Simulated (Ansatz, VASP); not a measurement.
**Two plane-wave programs on MgAsIr3**

The input INCAR:

```
PREC = Accurate
ENCUT = 600
EDIFF = 1E-7
ISMEAR = 0
SIGMA = 0.1
LREAL = F
LASPH = T
NELM = 100
ALGO = Fast
ISIF = 3
LWAVE = F
LCHARG = F
GGA = PE
IBRION = 2
NSW = 90
EDIFFG = -0.04
```

File KPOINTS:

```
Automatic mesh
0
Gamma
  4 4 4
```

Contents of POSCAR:

```
MgAsIr3
1.0
    4.4168430300      0.0000000000      0.0000000000
    0.0000000000      4.4168430300      0.0000000000
    0.0000000000      0.0000000000      4.4168430300
Mg As Ir
1 1 3
Direct
    0.0000000000      0.0000000000      0.0000000000
    0.5000000000      0.5000000000      0.5000000000
    0.5000000000      0.5000000000      0.0000000000
    0.0000000000      0.5000000000      0.5000000000
    0.5000000000      0.0000000000      0.5000000000
```

Input for Ansatz:

```yaml
crystal:
  lattice:
    - [4.41684303, 0.0, 0.0]
    - [0.0, 4.41684303, 0.0]
    - [0.0, 0.0, 4.41684303]
  atoms:
    - { symbol: Mg, position: [0.0, 0.0, 0.0] }
    - { symbol: As, position: [0.5, 0.5, 0.5] }
    - { symbol: Ir, position: [0.5, 0.5, 0.0] }
    - { symbol: Ir, position: [0.0, 0.5, 0.5] }
    - { symbol: Ir, position: [0.5, 0.0, 0.5] }
basis:
  ecutwfc: 420
kpoints:
  mp_grid: { grid: [4, 4, 4] }
hamiltonian:
  xc: pbe
scf:
  occupations: { method: gaussian, width: 0.1 }
  lower_state_search: "off"
output:
  forces: true
  stress: true
  eigenvalues: true
relax:
  adjacent_minimum: "off"
  f_tol: 0.04
  max_steps: 70
  cell: { stress_tol: 0.4 }
```

Change from the starting cell: species swapped into the Ce3InC type (Pm-3m, No. 221).

Alike in both runs: task relaxation of cell and atoms; functional PBE; k mesh 4 × 4 × 4; occupations gaussian, width 0.1 eV; no spin polarisation.

```csv
,VASP,Ansatz
version,VASP 6.6.1,Ansatz 0.2.0
potentials or method,"VASP PAW PBE potentials, release 64 (Mg, As, Ir), cutoff 600 eV","scalar-relativistic, plane waves, PAW"
valence electrons in the cell,34,76
```

```csv
,VASP,Ansatz,Ansatz less VASP
"gap on the k mesh at the Fermi level, each at its own relaxed structure (eV)",none,none,-
relaxed volume (Å³/atom),19.11,18.99,-0.128
relaxed cell length with the largest relative difference (Å),4.572,4.562,-0.0102
```

A gap of «none» marks a metal or a gap that the smearing closes. VASP's potentials hold 34 valence electrons a cell and Ansatz's 76, so a difference there can come from the potentials and not from the codes.

Neither program's run includes spin-orbit coupling.
